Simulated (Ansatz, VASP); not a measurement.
**One calculation of GaN, two programs**

File INCAR:

```
PREC = Accurate
ENCUT = 520
EDIFF = 1E-7
ISMEAR = 0
SIGMA = 0.05
LREAL = False
LASPH = True
NELM = 60
ALGO = Normal
ISIF = 2
LWAVE = False
LCHARG = False
GGA = PS
NBANDS = 26
```

Contents of KPOINTS:

```
Automatic mesh
0
Gamma
  8 8 6
```

The input POSCAR:

```
GaN
1.0
    0.0000000000     -2.2490913701     -2.3091421097
    0.0000000000      2.2490913701     -2.3091421097
    4.6182842193      0.0000000000      0.0000000000
Ga N
2 2
Direct
    0.4992186320      0.4992186320      0.5000000000
    0.0007813680      0.0007813680      0.0000000000
    0.0064470480      0.4935529520      0.2500000000
    0.4935529520      0.0064470480      0.7500000000
```

Input for Ansatz:

```yaml
crystal:
  lattice:
    - [0.0, -2.2490913701, -2.3091421097]
    - [0.0, 2.2490913701, -2.3091421097]
    - [4.6182842193, 0.0, 0.0]
  atoms:
    - { symbol: Ga, position: [0.499218632, 0.499218632, 0.5] }
    - { symbol: Ga, position: [0.000781368, 0.000781368, 0.0] }
    - { symbol: "N", position: [0.006447048, 0.493552952, 0.25] }
    - { symbol: "N", position: [0.493552952, 0.006447048, 0.75] }
basis:
  ecutwfc: 520.0
kpoints:
  mp_grid: { grid: [8, 8, 6] }
hamiltonian:
  xc: pbesol
  pseudopotentials: { kind: paw, azcp: { folder: soft_1 } }
scf:
  occupations: { method: gaussian, width: 0.05 }
output:
  forces: true
  stress: true
  eigenvalues: true
```

Change from the starting cell: mode 11 frozen in at -0.029 Å, equal normal strain along x and y +0.0267.

Alike in both runs: task single point; functional PBEsol; k mesh 8 × 8 × 6; occupations gaussian, width 0.05 eV; no spin polarisation.

```csv
,VASP,Ansatz
version,VASP 6.6.1,Ansatz 0.2.0
potentials or method,"VASP PAW PBE potentials, release 64 (Ga_d, N), cutoff 520 eV","scalar-relativistic, plane waves, PAW"
valence electrons in the cell,36,36
```

```tsv
	VASP	Ansatz	Ansatz less VASP
gap on the k mesh at the Fermi level (eV)	1.31	1.29	-0.013
least direct gap on the mesh (eV)	1.31	1.29	-0.013
pressure (GPa)	-8.9	-8.7	+0.19
traceless stress, the component that is largest in VASP (GPa)	2.04	2.02	-0.016
rms of the force components (eV/Å)	0.208	0.210	+0.0019
```

VASP's potentials were made for PBE, not for PBEsol, and Ansatz warns of the same on its side. Atom by atom the forces differ by 0.002 eV/Å (rms over components).
